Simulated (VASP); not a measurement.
## Zr2N: single point with PBEsol

The system is Zr2N.

```
CELL_PARAMETERS angstrom
5.20212 0.00000 0.00000
0.00000 5.20212 0.00000
0.00000 0.00000 3.48731
ATOMIC_POSITIONS crystal
Zr 0.29625 0.29625 0.00000
Zr 0.70375 0.70375 0.00000
Zr 0.79625 0.20375 0.50000
Zr 0.20375 0.79625 0.50000
N 0.00000 0.00000 0.00000
N 0.50000 0.50000 0.50000
```

This cell differs from its parent crystal: ratio of the length along z to the lengths across it x 1.1, volume and fractional coordinates fixed.

| Quantity | Value |
| --- | --- |
| Program | VASP 6.6.1 |
| Task | single point |
| Functional | PBEsol |
| Potentials or basis | VASP PAW PBE potentials, release 64 (Zr_sv, N) |
| Cutoff | 520 eV |
| k mesh | 10 × 10 × 16 |
| Occupations | gaussian, width 0.15 eV |
| Spin | no spin polarisation |

- Pressure: 0.2 GPa
- Largest force: 0.200 eV/Å
- Band gap on the k mesh: zero (band 29 reaches 10.80 eV, above the bottom of band 30 at 8.90 eV)

Forces on the atoms (eV/Å):
```
Zr  -0.141 -0.141  0.000
Zr   0.141  0.141  0.000
Zr  -0.141  0.141  0.000
Zr   0.141 -0.141  0.000
N    0.000  0.000  0.000
N    0.000  0.000  0.000
```

Stress tensor (GPa, compression positive):
```
  7.14   0.00   0.00
  0.00   7.14   0.00
  0.00   0.00 -13.72
```

Levels at points of the mesh, in eV from the Fermi level:
```tsv
k point	band 26	band 27	band 28	band 29	band 30	band 31	band 32	band 33
(0.00, 0.00, 0.00)	-1.91	-0.02	0.58	0.87	0.87	1.03	1.18	1.18
(0.50, 0.00, 0.00)	-1.82	-0.91	-0.91	0.84	0.84	1.47	1.47	2.32
(0.50, 0.50, 0.00)	-1.30	-0.96	-0.96	0.78	0.78	0.98	0.98	1.54
(0.00, 0.00, 0.50)	-1.40	-1.17	-1.17	-0.99	-0.99	2.19	2.19	2.80
(0.50, 0.00, 0.50)	-1.80	-1.00	-1.00	-0.83	-0.83	1.57	1.57	3.53
(0.50, 0.50, 0.50)	-1.69	-0.68	-0.68	-0.48	-0.48	1.29	1.29	2.87
```

It took 7.9 min on 1 thread of Intel(R) Xeon(R) Platinum 8259CL CPU @ 2.50GHz (Skylake/Cascade Lake) (shared host), peak memory 0.57 GiB.

Caveat: the PAW data sets were made with another functional, which shifts forces and pressure a little.
